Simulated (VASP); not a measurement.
# W3C in VASP: single point with PBE

Aim: the single point of W3C with PBE.

Everything below comes from runs of VASP 6.6.1. Logs are shortened: lines on timing, memory, paths and dates and some standing lists are left out, and cuts for length are marked.

## Step 1: The cell of the first run

The cell holds a slab with vacuum, 4 atoms: a = 2.855 Å, b = 2.855 Å, c = 19.445 Å, α = 90.00°, β = 90.00°, γ = 90.00°.

## Step 2: Single point, PBE

INCAR

```
PREC = Accurate
ENCUT = 520
EDIFF = 1E-6
ISMEAR = 0
SIGMA = 0.1
LREAL = F
LASPH = T
NELM = 60
ALGO = Normal
ISIF = 2
LWAVE = F
LCHARG = F
LDIPOL = T
IDIPOL = 3
DIPOL = 0.5 0.5 0.352
GGA = PE
NBANDS = 31
```

KPOINTS

```
Automatic mesh
0
Gamma
  9 9 1
```

POSCAR

```
W3C
1.0
    2.8547213223      0.0000000000      0.0000000000
    0.0000000000      2.8547213223      0.0000000000
    0.0000000000      0.0000000000     19.4446427381
W C
3 1
Direct
    0.5000000000      0.5000000000      0.2057121879
    0.0000000000      0.0000000000      0.3071172995
    0.5000000000      0.5000000000      0.4085774599
    0.6666666667      0.8333333333      0.4846316890
```

Potentials or basis: VASP PAW PBE potentials, release 64 (W_sv, C).

Command:

```console
cat potpaw_PBE.64/W_sv/POTCAR potpaw_PBE.64/C/POTCAR > POTCAR
mpirun -np 1 vasp_std > vasp.out
```

OUTCAR:

```text
PREC = Accurate
   ENCUT = 520
   EDIFF = 1E-6
   ISMEAR = 0
   LREAL = F
   LASPH = T
   NELM = 60
   ISIF = 2
   GGA = PE

 ion  position               nearest neighbor table
   1  0.500  0.500  0.206-   2 2.82   2 2.82   2 2.82   2 2.82
   2  0.000  0.000  0.307-   1 2.82   1 2.82   1 2.82   1 2.82   3 2.82   3 2.82   3 2.82   3 2.82

   3  0.500  0.500  0.409-   4 1.82   4 2.46   2 2.82   2 2.82   2 2.82   2 2.82
   4  0.667  0.833  0.485-   3 1.82   3 2.46

  LATTYP: Found a simple tetragonal cell.
 ALAT       =     2.8547213223
 C/A-ratio  =     6.8113978714

  Lattice vectors:

 A1 = (   2.8547213223,   0.0000000000,   0.0000000000)
 A2 = (   0.0000000000,   2.8547213223,   0.0000000000)
 A3 = (   0.0000000000,   0.0000000000,  19.4446427381)

Analysis of symmetry for initial positions (statically):
=====================================================================
 Subroutine PRICEL returns:
 Original cell was already a primitive cell.

 Routine SETGRP: Setting up the symmetry group for a
 simple tetragonal supercell.

 Subroutine GETGRP returns: Found  1 space group operations
 (whereof  1 operations were pure point group operations)
 out of a pool of 16 trial point group operations.

The static configuration has the point symmetry C_1 .

Analysis of symmetry for dynamics (positions and initial velocities):
=====================================================================
 Subroutine PRICEL returns:
 Original cell was already a primitive cell.

 Routine SETGRP: Setting up the symmetry group for a
 simple tetragonal supercell.

 Subroutine GETGRP returns: Found  1 space group operations
 (whereof  1 operations were pure point group operations)
 out of a pool of 16 trial point group operations.

The dynamic configuration has the point symmetry C_1 .

 Subroutine INISYM returns: Found  1 space group operations
 (whereof  1 operations are pure point group operations),
 and found     1 'primitive' translations

----------------------------------------------------------------------------------------

                                     Primitive cell

  volume of cell :     158.4628

  direct lattice vectors                    reciprocal lattice vectors
     2.854721322  0.000000000  0.000000000     0.350296890  0.000000000  0.000000000
     0.000000000  2.854721322  0.000000000     0.000000000  0.350296890  0.000000000
     0.000000000  0.000000000 19.444642738     0.000000000  0.000000000  0.051428047

  length of vectors
     2.854721322  2.854721322 19.444642738     0.350296890  0.350296890  0.051428047

  position of ions in fractional coordinates (direct lattice)
     0.500000000  0.500000000  0.205712188
     0.000000000  0.000000000  0.307117299
     0.500000000  0.500000000  0.408577460
     0.666666667  0.833333333  0.484631689

  ion indices of the primitive-cell ions
   primitive index   ion index
                 1           1
                 2           2
                 3           3
                 4           4

----------------------------------------------------------------------------------------

 KPOINTS: Automatic mesh

Automatic generation of k-mesh.
 Grid dimensions read from file:
 generate k-points for:    9    9    1

 Generating k-lattice:

  Cartesian coordinates                     Fractional coordinates (reciprocal lattice)
     0.038921877  0.000000000  0.000000000     0.111111111  0.000000000  0.000000000
     0.000000000  0.038921877  0.000000000     0.000000000  0.111111111  0.000000000
     0.000000000  0.000000000  0.051428047     0.000000000  0.000000000  1.000000000

  Length of vectors
     0.038921877  0.038921877  0.051428047

  Shift w.r.t. Gamma in fractional coordinates (k-lattice)
     0.000000000  0.000000000  0.000000000

 Subroutine IBZKPT returns following result:
 ===========================================

 Found     41 irreducible k-points:

 Following reciprocal coordinates:
            Coordinates               Weight
  0.000000  0.000000  0.000000      1.000000
  0.111111  0.000000  0.000000      2.000000
  0.000000  0.111111  0.000000      2.000000
  0.222222  0.000000  0.000000      2.000000
  0.000000  0.222222  0.000000      2.000000
  0.333333  0.000000  0.000000      2.000000
[... 16 lines left out ...]
  0.111111  0.444444  0.000000      2.000000
  0.222222  0.222222  0.000000      2.000000
 [... further k-points ...]
   k-points           NKPTS =     41   k-points in BZ     NKDIM =     41   number of bands    NBANDS=     31
   number of dos      NEDOS =    301   number of ions     NIONS =      4
   total plane-waves  NPLWV =  86400
   dimension x,y,z NGX =    24 NGY =   24 NGZ =  150
   dimension x,y,z NGXF=    48 NGYF=   48 NGZF=  300
   ions per type =               3   1
   NGX,Y,Z   is equivalent  to a cutoff of  13.98, 13.98, 12.82 a.u.
   NGXF,Y,Z  is equivalent  to a cutoff of  27.95, 27.95, 25.65 a.u.
 SYSTEM =  unknown system
   PREC   = accura    normal or accurate (medium, high low for compatibility)
   ISTART =      0    job   : 0-new  1-cont  2-samecut
   ICHARG =      2    charge: 1-file 2-atom 10-const
   ISPIN  =      1    spin polarized calculation?
   LNONCOLLINEAR =      F non collinear calculations
   LSORBIT =      F    spin-orbit coupling
   LASPH  =      T    aspherical Exc in radial PAW
   ENCUT  =  520.0 eV  38.22 Ry    6.18 a.u.   5.31  5.31 36.15*2*pi/ulx,y,z
   NELM   =     60;   NELMIN=  2; NELMDL= -5     # of ELM steps
   EDIFF  = 0.1E-05   stopping-criterion for ELM
   LREAL  =      F    real-space projection
   EDIFFG = 0.1E-04   stopping-criterion for IOM
   NSW    =      0    number of steps for IOM
   IBRION =     -1    ionic relax: 0-MD 1-quasi-New 2-CG
   NFREE  =      0    steps in history (QN), initial steepest desc. (CG)
   ISIF   =      2    stress and relaxation
   ISYM   =      2    0-nonsym 1-usesym 2-fastsym
   POTIM  = 0.5000    time-step for ionic-motion
   TEBEG  =    0.0;   TEEND  =   0.0 temperature during run
   PSTRESS=    0.0 pullay stress
   NELECT =      46.0000    total number of electrons
   NUPDOWN=      -1.0000    fix difference up-down
   EMIN   =  10.00;   EMAX   =-10.00  energy-range for DOS
   EFERMI =   0.00;   METHOD = LEGACY
   ISMEAR =     0;   SIGMA  =   0.10  broadening in eV -4-tet -1-fermi 0-gaus
   EFERMI_NEDOS =   21; number of points for ismear=-14 and -15
   IALGO  =     38    algorithm
   IMIX   =      4    mixing-type and parameters
     AMIX     =   0.40;   BMIX     =  1.00
     AMIX_MAG =   1.60;   BMIX_MAG =  1.00
  volume/ion in A,a.u.               =      39.62       267.34
  Fermi-wavevector in a.u.,A,eV,Ry     =   1.083973  2.048411 15.986799  1.174997
  Thomas-Fermi vector in A             =   2.220051
   LORBIT       =      0    0 simple, 1 ext, 2 COOP (PROOUT), +10 PAW based schemes
   GGA     = PE    functional components
   LHFCALC =     F    Hartree Fock is set to
   AEXX    =    0.0000 exact exchange contribution
   IVDW    =     0    specifies the selected vdW correction
   LEPSILON=     F    determine dielectric tensor
   LRPA    =     F    only Hartree local field effects (RPA)
 non-spin polarized calculation
 Gauss-broadening in eV      SIGMA  =   0.10
  energy-cutoff  :      520.00
  volume of cell :      158.46
 maximum number of plane-waves:      4297
 NGX is ok and might be reduce to    24
   NGX = 11   NGY = 11   NGZ = 73

 dipolmoment           0.000000      0.000000     -0.336088 electrons x Angstroem

 number of electron      45.9999996 magnetization

 dipolmoment           0.000000      0.000000      0.093038 electrons x Angstroem

 Free energy of the ion-electron system (eV)
  ---------------------------------------------------
  ext. energy  EPLUGINS =         0.00000000
  ---------------------------------------------------
  free energy    TOTEN  =       -41.08840918 eV

  energy without entropy =      -41.06194351  energy(sigma->0) =      -41.07517635

 E-fermi :  -0.0163     XC(G=0):  -5.7718

 val. band max:       -0.0165721722   @ k =   0.0000   0.3333   0.0000
 cond. band min:      -0.0105709003   @ k =  -0.1111   0.1111   0.0000
 fundamental gap:      0.0060012720
 Fermi energy:        -0.0162722406

 k-point     1 :       0.0000    0.0000    0.0000
  band No.  band energies     occupation
      1     -73.8486      2.00000
      2     -73.6476      2.00000
      3     -73.4013      2.00000
      4     -38.3924      2.00000
      5     -37.9658      2.00000
      6     -37.7832      2.00000
[... 23 lines left out ...]
     30       3.6982      0.00000
     31       3.8234      0.00000

 k-point     2 :       0.1111    0.0000    0.0000
  band No.  band energies     occupation
      1     -73.8436      2.00000
      2     -73.6436      2.00000
      3     -73.3980      2.00000
      4     -38.3753      2.00000
      5     -38.0140      2.00000
      6     -37.7911      2.00000
[... 23 lines left out ...]
     30       3.6141      0.00000
     31       3.9313      0.00000

 k-point     3 :       0.0000    0.1111    0.0000
  band No.  band energies     occupation
      1     -73.8436      2.00000
      2     -73.6436      2.00000
      3     -73.3978      2.00000
      4     -38.3755      2.00000
      5     -38.0153      2.00000
      6     -37.7976      2.00000
[... 23 lines left out ...]
     30       3.6983      0.00000
     31       4.0416      0.00000

 k-point     4 :       0.2222    0.0000    0.0000
  band No.  band energies     occupation
      1     -73.8310      2.00000
      2     -73.6335      2.00000
      3     -73.3894      2.00000
      4     -38.3447      2.00000
      5     -38.1529      2.00000
      6     -37.8736      2.00000
[... 23 lines left out ...]
     30       3.5383      0.00000
     31       3.8395      0.00000

 k-point     5 :       0.0000    0.2222    0.0000
  band No.  band energies     occupation
      1     -73.8310      2.00000
      2     -73.6335      2.00000
      3     -73.3890      2.00000
      4     -38.3467      2.00000
      5     -38.1562      2.00000
      6     -37.8895      2.00000
[... 23 lines left out ...]
     30       3.5246      0.00000
     31       4.3537      0.00000
[... 542 lines left out ...]
     30       4.4821      0.00000
     31       5.0024      0.00000

 k-point    22 :      -0.4444    0.1111    0.0000
  band No.  band energies     occupation
      1     -73.8030      2.00000
      2     -73.6105      2.00000
      3     -73.3692      2.00000
      4     -38.4352      2.00000
      5     -38.3771      2.00000
      6     -38.0964      2.00000
[... 23 lines left out ...]
     30       4.4633      0.00000
     31       5.1834      0.00000

 k-point    23 :       0.1111    0.4444    0.0000
  band No.  band energies     occupation
      1     -73.8030      2.00000
      2     -73.6105      2.00000
      3     -73.3683      2.00000
      4     -38.4357      2.00000
      5     -38.3952      2.00000
      6     -38.1652      2.00000
[... 23 lines left out ...]
     30       4.6030      0.00000
     31       4.9033      0.00000

 k-point    24 :       0.2222    0.2222    0.0000
  band No.  band energies     occupation
      1     -73.8148      2.00000
      2     -73.6193      2.00000
      3     -73.3760      2.00000
      4     -38.2939      2.00000
      5     -38.1226      2.00000
      6     -38.0116      2.00000
[... 23 lines left out ...]
     30       3.2693      0.00000
     31       4.4126      0.00000

 [... further k-points ...]

------------------------ aborting loop because EDIFF is reached ----------------------------------------

 vacuum level on the upper side and lower side of the slab       (xc-potential included)         0.999        -1.012

  FORCE on cell =-STRESS in cart. coord.  units (eV):
  Direction    XX          YY          ZZ          XY          YZ          ZX
  --------------------------------------------------------------------------------------
  -------------------------------------------------------------------------------------
  Total       -2.2286977     -2.9637371      1.8513112      1.3223185      1.4417720      0.8926513
  in kB      -22.5337952    -29.9655910     18.7181364     13.3696257     14.5773894      9.0253705
  external PRESSURE =     -11.2604166 kB  Pullay stress =       0.0000000 kB

 VOLUME and BASIS-vectors are now :
 -----------------------------------------------------------------------------
  energy-cutoff  :      520.00
  volume of cell :      158.46
      direct lattice vectors                 reciprocal lattice vectors
     2.854721322  0.000000000  0.000000000     0.350296890  0.000000000  0.000000000
     0.000000000  2.854721322  0.000000000     0.000000000  0.350296890  0.000000000
     0.000000000  0.000000000 19.444642738     0.000000000  0.000000000  0.051428047

 POSITION                                       TOTAL-FORCE (eV/Angst)
 -----------------------------------------------------------------------------------
      1.42736      1.42736      4.00000         0.054206      0.081146     -0.179047
      0.00000      0.00000      5.97179         0.017829      0.160826     -0.510419
      1.42736      1.42736      7.94464        -0.844087     -1.647943      0.573143
      1.90315      2.37893      9.42349         0.772052      1.405970      0.116323
 -----------------------------------------------------------------------------------
    total drift:                               -0.000003      0.000034      0.000073

  FREE ENERGIE OF THE ION-ELECTRON SYSTEM (eV)
  ---------------------------------------------------
  free  energy   TOTEN  =       -41.0884091756 eV

  energy  without entropy=      -41.0619435144  energy(sigma->0) =      -41.07517635

 vacuum level on the upper side and lower side of the slab         6.587         4.431
```

Run time: 2.8 min. Hardware: 1 thread of Intel Xeon 6975P-C (Granite Rapids), shared host; peak memory 0.36 GiB.

What came out:

| Item | Value |
| --- | --- |
| Free energy | -41.0884 eV |
| Largest force | 1.938 eV/Å |
| Band gap on the k mesh | zero (bands 23 and 24 overlap by 1.04 eV) |

Forces in eV/Å, atoms in the order of the input:
```
W    0.054  0.081 -0.179
W    0.018  0.161 -0.510
W   -0.844 -1.648  0.573
C    0.772  1.406  0.116
```

Caveat: spin-orbit coupling is left out, which moves the levels of the heavy elements.
